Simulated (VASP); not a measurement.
Here is a VASP 6.6.1 calculation.

File INCAR:

```
  PREC = Accurate
  ENCUT = 520
  EDIFF = 1E-6
  ISMEAR = 0
  SIGMA = 0.1
  LREAL = F
  LASPH = T
  NELM = 60
  ALGO = Fast
  ISIF = 2
  LWAVE = F
  LCHARG = F
  LDIPOL = T
  IDIPOL = 3
  DIPOL = 0.5 0.5 0.500
  GGA = PS
  NBANDS = 54
```

Contents of KPOINTS:

```
regular mesh
0
Gamma
  15 15 1
```

Contents of POSCAR:

```
Cu
1.0
    2.5197984285      0.0000000000      0.0000000000
   -1.2598992142      2.1822094515      0.0000000000
    0.0000000000      0.0000000000     29.4116958642
Cu
8
Direct
    0.3333333333      0.6666666667      0.2550005969
    0.0000000000      0.0000000000      0.3250004263
    0.6666666667      0.3333333333      0.3950002558
    0.0000000000      0.0000000000      0.4650000853
    0.3333333333      0.6666666667      0.5349999147
    0.0000000000      0.0000000000      0.6049997442
    0.6666666667      0.3333333333      0.6749995737
    0.0000000000      0.0000000000      0.7449994031
```

Potentials or basis: VASP PAW PBE potentials, release 64 (Cu).

Launch:

```console
$ cat potpaw_PBE.64/Cu/POTCAR > POTCAR
$ mpirun -np 1 vasp_std > vasp.out
```

Problem. What does it give for the largest force?

Solution. 0.081 eV/Å.

Problem. What does it give for the band gap on the k mesh?

Solution. Zero (band 44 reaches 5.85 eV, above the bottom of band 45 at 0.63 eV).

Forces on the atoms (eV/Å):
```
Cu   0.000  0.000  0.055
Cu   0.000  0.000 -0.081
Cu   0.000  0.000 -0.050
Cu   0.000  0.000  0.024
Cu   0.000  0.000 -0.031
Cu   0.000  0.000  0.059
Cu   0.000  0.000  0.044
Cu   0.000  0.000 -0.020
```

Caveat: the PAW data sets were made with another functional, which shifts forces and pressure a little.
